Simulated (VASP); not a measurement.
# Ag (Pm-3m) in VASP: further runs, part 2 of 2

VASP 6.6.1.

## 4. Relaxation of cell and atoms, LDA, target pressure 15 GPa, at which the enthalpy is minimised

This run uses another cell than the first one, of 18.82 Å³/atom, 1.017 times its volume.

File INCAR:

```
SYSTEM = Ag
ALGO = Normal
EDIFF = 1E-7
EDIFFG = -0.02
ENCUT = 600
IBRION = 2
ISIF = 3
ISMEAR = 1
LASPH = .True.
LCHARG = .False.
LREAL = .False.
LWAVE = .False.
NELM = 100
NSW = 80
PREC = Accurate
PSTRESS = 150.0
SIGMA = 0.1
```

File KPOINTS:

```
k-points
0
Gamma
  9 9 9
  0 0 0
```

File POSCAR:

```
Ag
1.0
    2.6600000000      0.0000000000      0.0000000000
    0.0000000000      2.6600000000      0.0000000000
    0.0000000000      0.0000000000      2.6600000000
Ag
1
Direct
    0.0000000000      0.0000000000      0.0000000000
```

Potentials or basis: VASP PAW LDA potentials, release 64 (Ag).

Launch:

```sh
$ cat potpaw_LDA.64/Ag/POTCAR > POTCAR
$ mpirun -np 1 vasp_std > vasp.out
```

OUTCAR:

```text
SYSTEM = Ag
   EDIFF = 1E-7
   EDIFFG = -0.02
   ENCUT = 600
   IBRION = 2
   ISIF = 3
   ISMEAR = 1
   LASPH = .True.
   LREAL = .False.
   NELM = 100
   NSW = 80
   PREC = Accurate
   PSTRESS = 150.0

 ion  position               nearest neighbor table
   1  0.000  0.000  0.000-

  LATTYP: Found a simple cubic cell.
 ALAT       =     2.6600000000

  Lattice vectors:

 A1 = (   2.6600000000,   0.0000000000,   0.0000000000)
 A2 = (   0.0000000000,   2.6600000000,   0.0000000000)
 A3 = (   0.0000000000,   0.0000000000,   2.6600000000)

Analysis of symmetry for initial positions (statically):
=====================================================================
 Subroutine PRICEL returns:
 Original cell was already a primitive cell.

 Routine SETGRP: Setting up the symmetry group for a
 simple cubic supercell.

 Subroutine GETGRP returns: Found 48 space group operations
 (whereof 48 operations were pure point group operations)
 out of a pool of 48 trial point group operations.

The static configuration has the point symmetry O_h .

Analysis of symmetry for dynamics (positions and initial velocities):
=====================================================================
 Subroutine PRICEL returns:
 Original cell was already a primitive cell.

 Routine SETGRP: Setting up the symmetry group for a
 simple cubic supercell.

 Subroutine GETGRP returns: Found 48 space group operations
 (whereof 48 operations were pure point group operations)
 out of a pool of 48 trial point group operations.

The dynamic configuration has the point symmetry O_h .

 Subroutine INISYM returns: Found 48 space group operations
 (whereof 48 operations are pure point group operations),
 and found     1 'primitive' translations

----------------------------------------------------------------------------------------

                                     Primitive cell

  volume of cell :      18.8211

  direct lattice vectors                    reciprocal lattice vectors
     2.660000000  0.000000000  0.000000000     0.375939850  0.000000000  0.000000000
[... 113 lines left out ...]
   LEPSILON=     F    determine dielectric tensor
   LRPA    =     F    only Hartree local field effects (RPA)
 conjugate gradient relaxation of ions
 non-spin polarized calculation
 Methfessel and Paxton  Order N= 1 SIGMA  =   0.10
  energy-cutoff  :      600.00
  volume of cell :       18.82
 maximum number of plane-waves:       647
 NGX is ok and might be reduce to    24
   NGX = 11   NGY = 11   NGZ = 11

--------------------------------------- Ionic step        1  -------------------------------------------

 number of electron      11.0000003 magnetization

 Free energy of the ion-electron system (eV)
  ---------------------------------------------------
  ext. energy  EPLUGINS =         0.00000000
  ---------------------------------------------------
  free energy    TOTEN  =        -3.37394367 eV

  energy without entropy =       -3.37424490  energy(sigma->0) =       -3.37404408

------------------------ aborting loop because EDIFF is reached ----------------------------------------

  FORCE on cell =-STRESS in cart. coord.  units (eV):
  Direction    XX          YY          ZZ          XY          YZ          ZX
  --------------------------------------------------------------------------------------
  -------------------------------------------------------------------------------------
  Total       -0.1908849     -0.1908849     -0.1908849      0.0000000      0.0000000      0.0000000
  in kB      -16.2493989    -16.2493989    -16.2493989      0.0000000      0.0000000      0.0000000
  external PRESSURE =    -166.2493989 kB  Pullay stress =     150.0000000 kB
[... 24 lines left out ...]
--------------------------------------- Ionic step        2  -------------------------------------------

 number of electron      11.0000000 magnetization

 E-fermi :  10.9771     XC(G=0): -13.6665

 val. band max:       10.9010768111   @ k =   0.3333   0.3333   0.1111
 cond. band min:      11.3999733844   @ k =   0.4444   0.2222   0.0000
 fundamental gap:      0.4988965732
 Fermi energy:        10.9770858357

 k-point     1 :       0.0000    0.0000    0.0000
  band No.  band energies     occupation
      1       2.0280      2.00000
      2       2.9485      2.00000
      3       2.9485      2.00000
      4       8.5806      2.00000
      5       8.5806      2.00000
      6       8.5806      2.00000
      7      28.0114      0.00000
      8      28.0114      0.00000
      9      28.0114      0.00000
[... 386 lines left out ...]
--------------------------------------- Ionic step        5  -------------------------------------------

 number of electron      11.0000002 magnetization

 Free energy of the ion-electron system (eV)
  ---------------------------------------------------
  ext. energy  EPLUGINS =         0.00000000
  ---------------------------------------------------
  free energy    TOTEN  =        -3.29608474 eV

  energy without entropy =       -3.29641417  energy(sigma->0) =       -3.29619455

 E-fermi :   8.1404     XC(G=0): -12.6187

 val. band max:        8.0746665160   @ k =   0.3333   0.3333   0.1111
 cond. band min:       8.6458358701   @ k =   0.4444   0.2222   0.0000
 fundamental gap:      0.5711693541
 Fermi energy:         8.1403996645

 k-point     1 :       0.0000    0.0000    0.0000
  band No.  band energies     occupation
      1       0.5795      2.00000
      2       1.4842      2.00000
      3       1.4842      2.00000
      4       5.7496      2.00000
      5       5.7496      2.00000
      6       5.7496      2.00000
      7      23.9198      0.00000
      8      23.9198      0.00000
      9      23.9198      0.00000
[... 308 lines left out ...]
  energy  without entropy=       -3.2964141731  energy(sigma->0) =       -3.29619455

  enthalpy is  TOTEN    =        -1.7383436470 eV   P V=        1.5577410900

 reached required accuracy - stopping structural energy minimisation
```

CONTCAR:

```text
Ag
   1.00000000000000
     2.5529258433857875    0.0000000000000000    0.0000000000000000
     0.0000000000000000    2.5529258433857875    0.0000000000000000
    -0.0000000000000000    0.0000000000000000    2.5529258433857875
  Ag
     1
Direct
     0.0000000000000000    0.0000000000000000    0.0000000000000000

  0.00000000E+00  0.00000000E+00  0.00000000E+00
```

Run time: 9.8 s. Hardware: 1 thread of Intel Xeon Platinum 8488C (Sapphire Rapids), shared host; peak memory 0.14 GiB.

Results:

| Property | Result |
| --- | --- |
| Free energy | -3.2961 eV |
| Relaxed volume | 16.64 Å³/atom |
| Relaxed cell | a = 2.553 Å, b = 2.553 Å, c = 2.553 Å, α = 90.00°, β = 90.00°, γ = 90.00° |
| Space group after relaxing (to 0.05 Å) | Pm-3m (No. 221) |
| Energy change on relaxing (the enthalpy is what falls) | +77.9 meV/atom |
| Ionic steps | 5 |
| Pressure after relaxing | 15.2 GPa |

The path:
```tsv
step	energy change (eV)	largest force (eV/Å)	pressure (GPa)	volume (Å³)
1	0.0000	0.0000	-1.62	18.82
2	0.6701	0.0000	63.97	13.99
3	0.0676	0.0000	13.98	16.75
4	0.0740	0.0000	14.72	16.68
5	0.0779	0.0000	15.18	16.64
```

Final structure:
```
Ag
1.0
     2.55293    0.00000    0.00000
     0.00000    2.55293    0.00000
     0.00000    0.00000    2.55293
Ag
1
Cartesian
  0.0000 0.0000 0.0000
```

Caveat: the cell is relaxed towards a set pressure, so the enthalpy falls and the energy may rise.

## 5. The runs side by side

```csv
task,cell,cutoff (eV),gap on the mesh (eV),pressure (GPa)
single point,"a = 2.645 Å, 1 atom",520,none,0.0
relaxation of cell and atoms,"relaxed from a = 2.660 Å, 1 atom",600,none,0.0
relaxation of cell and atoms,"relaxed to 15 GPa from a = 2.660 Å, 1 atom",600,none,15.2
```

Alike in all rows: level LDA; potentials or basis VASP PAW LDA potentials, release 64 (Ag); no spin polarisation; k mesh 9 × 9 × 9; smearing methfessel-paxton 0.1 eV.

Caveats: the cell is relaxed towards a set pressure, so the enthalpy falls and the energy may rise (some runs).

Absolute energies hang on the potentials; compare differences alone.
